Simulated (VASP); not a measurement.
# NaH in VASP: notebook

Aim: see how the results for NaH move with the level of theory and the settings. Levels: PBE, r2SCAN. Tasks: single point.

Program: VASP 6.6.1. These are calculated values, not measurements. Logs are shortened: lines on timing, memory, paths and dates and some standing lists are left out, and cuts for length are marked.

## 1. The cell of the first run

It takes space group R-3m (No. 166, trigonal). The conventional cell has a = 3.391 Å, b = 3.391 Å, c = 8.388 Å, α = 90.00°, β = 90.00°, γ = 120.00°. Na (site symmetry -3m) has 6 H at 2.41 Å within 3.2 Å. H (site symmetry -3m) has 6 Na at 2.41 Å within 3.2 Å.

## 2. Single point, PBE (strain along [111] +1.0%)

The input, INCAR:

```
SYSTEM = NaH
ALGO = Normal
EDIFF = 1E-6
ENCUT = 520
GGA = PE
ISIF = 2
ISMEAR = -1
LASPH = .True.
LCHARG = .False.
LREAL = .False.
LWAVE = .False.
NBANDS = 11
NELM = 100
PREC = Accurate
SIGMA = 0.02
```

The input, KPOINTS:

```
k-points
0
Gamma
  10 10 10
  0 0 0
```

The input, POSCAR:

```
NaH
1.0
    0.0159834152      2.4134957025      2.4134957025
    2.4134957025      0.0159834152      2.4134957025
    2.4134957025      2.4134957025      0.0159834152
Na H
1 1
Direct
    0.0000000000      0.0000000000      0.0000000000
    0.5000000000      0.5000000000      0.5000000000
```

Potentials or basis: VASP PAW PBE potentials, release 64 (Na_pv, H).

Run with:

```console
cat potpaw_PBE.64/Na_pv/POTCAR potpaw_PBE.64/H/POTCAR > POTCAR
mpirun -np 1 vasp_std > vasp.out
```

OUTCAR:

```text
SYSTEM = NaH
   EDIFF = 1E-6
   ENCUT = 520
   GGA = PE
   ISIF = 2
   ISMEAR = -1
   LASPH = .True.
   LREAL = .False.
   NELM = 100
   PREC = Accurate

 ion  position               nearest neighbor table
   1  0.000  0.000  0.000-
   2  0.500  0.500  0.500-

  LATTYP: Found a trigonal (rhomboedric) cell.
 ALAT       =     3.4132357788
 COS(alpha) =     0.5066114071

  Lattice vectors:

 A1 = (   0.0159834152,   2.4134957025,   2.4134957025)
 A2 = (   2.4134957025,   0.0159834152,   2.4134957025)
 A3 = (   2.4134957025,   2.4134957025,   0.0159834152)

Analysis of symmetry for initial positions (statically):
=====================================================================
 Subroutine PRICEL returns:
 Original cell was already a primitive cell.

 Routine SETGRP: Setting up the symmetry group for a
 trigonal (rhombohedral) supercell.

 Subroutine GETGRP returns: Found 12 space group operations
 (whereof 12 operations were pure point group operations)
 out of a pool of 12 trial point group operations.

The static configuration has the point symmetry D_3d.

Analysis of symmetry for dynamics (positions and initial velocities):
=====================================================================
 Subroutine PRICEL returns:
 Original cell was already a primitive cell.

 Routine SETGRP: Setting up the symmetry group for a
 trigonal (rhombohedral) supercell.

 Subroutine GETGRP returns: Found 12 space group operations
 (whereof 12 operations were pure point group operations)
 out of a pool of 12 trial point group operations.

The dynamic configuration has the point symmetry D_3d.

 Subroutine INISYM returns: Found 12 space group operations
 (whereof 12 operations are pure point group operations),
 and found     1 'primitive' translations

----------------------------------------------------------------------------------------

                                     Primitive cell

  volume of cell :      27.8377

  direct lattice vectors                    reciprocal lattice vectors
     0.015983415  2.413495703  2.413495703    -0.209237787  0.207861222  0.207861222
     2.413495703  0.015983415  2.413495703     0.207861222 -0.209237787  0.207861222
     2.413495703  2.413495703  0.015983415     0.207861222  0.207861222 -0.209237787

  length of vectors
     3.413235779  3.413235779  3.413235779     0.360822709  0.360822709  0.360822709

  position of ions in fractional coordinates (direct lattice)
     0.000000000  0.000000000  0.000000000
     0.500000000  0.500000000  0.500000000

  ion indices of the primitive-cell ions
   primitive index   ion index
                 1           1
                 2           2

----------------------------------------------------------------------------------------

 KPOINTS: k-points

Automatic generation of k-mesh.
 Grid dimensions read from file:
 generate k-points for:   10   10   10

 Generating k-lattice:

  Cartesian coordinates                     Fractional coordinates (reciprocal lattice)
    -0.020923779  0.020786122  0.020786122     0.100000000  0.000000000  0.000000000
     0.020786122 -0.020923779  0.020786122     0.000000000  0.100000000  0.000000000
     0.020786122  0.020786122 -0.020923779     0.000000000  0.000000000  0.100000000

  Length of vectors
     0.036082271  0.036082271  0.036082271

  Shift w.r.t. Gamma in fractional coordinates (k-lattice)
     0.000000000  0.000000000  0.000000000

 Subroutine IBZKPT returns following result:
 ===========================================

 Found    116 irreducible k-points:

 Following reciprocal coordinates:
            Coordinates               Weight
  0.000000  0.000000  0.000000      1.000000
  0.100000 -0.000000 -0.000000      6.000000
  0.200000 -0.000000 -0.000000      6.000000
  0.300000  0.000000 -0.000000      6.000000
  0.400000  0.000000 -0.000000      6.000000
  0.500000 -0.000000 -0.000000      3.000000
[... 16 lines left out ...]
  0.300000  0.300000  0.000000      6.000000
  0.400000  0.300000 -0.000000     12.000000
 [... further k-points ...]
   k-points           NKPTS =    116   k-points in BZ     NKDIM =    116   number of bands    NBANDS=     11
   number of dos      NEDOS =    301   number of ions     NIONS =      2
   total plane-waves  NPLWV =  21952
   dimension x,y,z NGX =    28 NGY =   28 NGZ =   28
   dimension x,y,z NGXF=    56 NGYF=   56 NGZF=   56
   ions per type =               1   1
   NGX,Y,Z   is equivalent  to a cutoff of  13.64, 13.64, 13.64 a.u.
   NGXF,Y,Z  is equivalent  to a cutoff of  27.28, 27.28, 27.28 a.u.
 SYSTEM =  NaH
   PREC   = accura    normal or accurate (medium, high low for compatibility)
   ISTART =      0    job   : 0-new  1-cont  2-samecut
   ICHARG =      2    charge: 1-file 2-atom 10-const
   ISPIN  =      1    spin polarized calculation?
   LNONCOLLINEAR =      F non collinear calculations
   LSORBIT =      F    spin-orbit coupling
   LASPH  =      T    aspherical Exc in radial PAW
   ENCUT  =  520.0 eV  38.22 Ry    6.18 a.u.   6.35  6.35  6.35*2*pi/ulx,y,z
   NELM   =    100;   NELMIN=  2; NELMDL= -5     # of ELM steps
   EDIFF  = 0.1E-05   stopping-criterion for ELM
   LREAL  =      F    real-space projection
   EDIFFG = 0.1E-04   stopping-criterion for IOM
   NSW    =      0    number of steps for IOM
   IBRION =     -1    ionic relax: 0-MD 1-quasi-New 2-CG
   NFREE  =      0    steps in history (QN), initial steepest desc. (CG)
   ISIF   =      2    stress and relaxation
   ISYM   =      2    0-nonsym 1-usesym 2-fastsym
   POTIM  = 0.5000    time-step for ionic-motion
   TEBEG  =    0.0;   TEEND  =   0.0 temperature during run
   PSTRESS=    0.0 pullay stress
   NELECT =       8.0000    total number of electrons
   NUPDOWN=      -1.0000    fix difference up-down
   EMIN   =  10.00;   EMAX   =-10.00  energy-range for DOS
   EFERMI =   0.00;   METHOD = LEGACY
   ISMEAR =    -1;   SIGMA  =   0.02  broadening in eV -4-tet -1-fermi 0-gaus
   EFERMI_NEDOS =   21; number of points for ismear=-14 and -15
   IALGO  =     38    algorithm
   IMIX   =      4    mixing-type and parameters
     AMIX     =   0.40;   BMIX     =  1.00
     AMIX_MAG =   1.60;   BMIX_MAG =  1.00
  volume/ion in A,a.u.               =      13.92        93.93
  Fermi-wavevector in a.u.,A,eV,Ry     =   1.080339  2.041545 15.879810  1.167133
  Thomas-Fermi vector in A             =   2.216328
   LORBIT       =      0    0 simple, 1 ext, 2 COOP (PROOUT), +10 PAW based schemes
   GGA     = PE    functional components
   LHFCALC =     F    Hartree Fock is set to
   AEXX    =    0.0000 exact exchange contribution
   IVDW    =     0    specifies the selected vdW correction
   LEPSILON=     F    determine dielectric tensor
   LRPA    =     F    only Hartree local field effects (RPA)
 non-spin polarized calculation
  energy-cutoff  :      520.00
  volume of cell :       27.84
 maximum number of plane-waves:       764
 NGX is ok and might be reduce to    28
   NGX = 13   NGY = 13   NGZ = 13

 number of electron       7.9999995 magnetization

 Free energy of the ion-electron system (eV)
  ---------------------------------------------------
  ext. energy  EPLUGINS =         0.00000000
  ---------------------------------------------------
  free energy    TOTEN  =        -5.08691464 eV

  energy without entropy =       -5.08691464  energy(sigma->0) =       -5.08691464

 E-fermi :  -0.6826     XC(G=0):  -7.8150

 val. band max:       -1.0885304797   @ k =  -0.3000   0.5000   0.2000
 cond. band min:       2.6519309473   @ k =   0.5000   0.5000   0.5000
 fundamental gap:      3.7404614270
 Fermi energy:        -0.6825702023

 k-point     1 :       0.0000    0.0000    0.0000
  band No.  band energies     occupation
      1     -23.1504      2.00000
      2     -23.1504      2.00000
      3     -23.1488      2.00000
      4      -4.7261      2.00000
      5       9.4644      0.00000
      6      14.4787      0.00000
      7      14.7102      0.00000
      8      14.7102      0.00000
      9      15.3501      0.00000
     10      15.6015      0.00000
     11      15.6015      0.00000

 k-point     2 :       0.1000   -0.0000   -0.0000
  band No.  band energies     occupation
      1     -23.1599      2.00000
      2     -23.1516      2.00000
      3     -23.1501      2.00000
      4      -4.5510      2.00000
      5       8.9022      0.00000
      6      12.5239      0.00000
      7      13.8926      0.00000
      8      14.0826      0.00000
      9      16.1046      0.00000
     10      16.3540      0.00000
     11      16.4651      0.00000

 k-point     3 :       0.2000   -0.0000   -0.0000
  band No.  band energies     occupation
      1     -23.1848      2.00000
      2     -23.1548      2.00000
      3     -23.1530      2.00000
      4      -4.0422      2.00000
      5       7.2701      0.00000
      6      10.9684      0.00000
      7      13.1935      0.00000
      8      13.3637      0.00000
      9      16.6641      0.00000
     10      16.7750      0.00000
     11      17.4200      0.00000

 k-point     4 :       0.3000    0.0000   -0.0000
  band No.  band energies     occupation
      1     -23.2153      2.00000
      2     -23.1586      2.00000
      3     -23.1565      2.00000
      4      -3.2618      2.00000
      5       5.2264      0.00000
      6      10.2300      0.00000
      7      12.6935      0.00000
      8      12.8432      0.00000
      9      16.0894      0.00000
     10      16.1761      0.00000
     11      18.1117      0.00000
[... 239 lines left out ...]
 k-point    22 :      -0.2000    0.2000    0.0000
  band No.  band energies     occupation
      1     -23.2112      2.00000
      2     -23.1752      2.00000
      3     -23.1564      2.00000
      4      -3.0155      2.00000
      5       5.7070      0.00000
      6       7.7127      0.00000
      7      12.9803      0.00000
      8      12.9963      0.00000
      9      16.6175      0.00000
     10      17.3878      0.00000
     11      17.6917      0.00000

 k-point    23 :       0.3000    0.3000    0.0000
  band No.  band energies     occupation
      1     -23.2096      2.00000
      2     -23.1719      2.00000
      3     -23.1712      2.00000
      4      -2.8472      2.00000
      5       5.6624      0.00000
      6      10.0330      0.00000
      7      10.4319      0.00000
      8      10.5913      0.00000
      9      12.8034      0.00000
     10      19.6938      0.00000
     11      22.0439      0.00000

 k-point    24 :       0.4000    0.3000   -0.0000
  band No.  band energies     occupation
      1     -23.2219      2.00000
      2     -23.1787      2.00000
      3     -23.1749      2.00000
      4      -2.2243      2.00000
      5       4.8381      0.00000
      6       8.2724      0.00000
      7      10.1571      0.00000
      8      11.0252      0.00000
      9      13.0083      0.00000
     10      20.0802      0.00000
     11      21.5610      0.00000

 [... further k-points ...]

------------------------ aborting loop because EDIFF is reached ----------------------------------------

  FORCE on cell =-STRESS in cart. coord.  units (eV):
  Direction    XX          YY          ZZ          XY          YZ          ZX
  --------------------------------------------------------------------------------------
  -------------------------------------------------------------------------------------
  Total        0.0492821      0.0492821      0.0492821     -0.0265459     -0.0265459     -0.0265459
  in kB        2.8363925      2.8363925      2.8363925     -1.5278286     -1.5278286     -1.5278286
  external PRESSURE =       2.8363925 kB  Pullay stress =       0.0000000 kB

 VOLUME and BASIS-vectors are now :
 -----------------------------------------------------------------------------
  energy-cutoff  :      520.00
  volume of cell :       27.84
      direct lattice vectors                 reciprocal lattice vectors
     0.015983415  2.413495703  2.413495703    -0.209237787  0.207861222  0.207861222
     2.413495703  0.015983415  2.413495703     0.207861222 -0.209237787  0.207861222
     2.413495703  2.413495703  0.015983415     0.207861222  0.207861222 -0.209237787

 POSITION                                       TOTAL-FORCE (eV/Angst)
 -----------------------------------------------------------------------------------
      0.00000      0.00000      0.00000         0.000000     -0.000000     -0.000000
      2.42149      2.42149      2.42149         0.000000      0.000000      0.000000
 -----------------------------------------------------------------------------------
    total drift:                               -0.000000     -0.000000     -0.000000

  FREE ENERGIE OF THE ION-ELECTRON SYSTEM (eV)
  ---------------------------------------------------
  free  energy   TOTEN  =        -5.0869146377 eV

  energy  without entropy=       -5.0869146377  energy(sigma->0) =       -5.08691464
```

It took 27 s on 1 thread of Intel Xeon Platinum 8259CL at 2.50GHz (Skylake/Cascade Lake), shared host; peak memory 0.17 GiB.

What came out:

```
Free energy            : -5.0869 eV
Pressure               : 0.3 GPa
Band gap on the k mesh : 3.74 eV (least direct gap 4.63 eV)
```

Levels at points of the mesh, in eV from the valence-band top:
| k point | band 1 | band 2 | band 3 | band 4 | band 5 | band 6 | band 7 | band 8 | band 9 |
| --- | --- | --- | --- | --- | --- | --- | --- | --- | --- |
| (0.00, 0.00, 0.00) | -22.06 | -22.06 | -22.06 | -3.64 | 10.55 | 15.57 | 15.80 | 15.80 | 16.44 |
| (0.50, 0.00, 0.00) | -22.16 | -22.07 | -22.07 | -0.83 | 3.82 | 10.87 | 13.39 | 13.52 | 16.44 |
| (0.50, 0.50, 0.00) | -22.15 | -22.09 | -22.09 | -0.16 | 4.68 | 10.10 | 10.69 | 10.86 | 11.93 |
| (0.50, 0.50, 0.50) | -22.16 | -22.07 | -22.07 | -0.89 | 3.74 | 10.96 | 13.58 | 13.58 | 16.65 |

Caveat: the cell differs from its parent crystal (strain along [111] +1.0%); the structure was generated, so it needn't be the stable form of NaH.

[end of part 1 of 2]
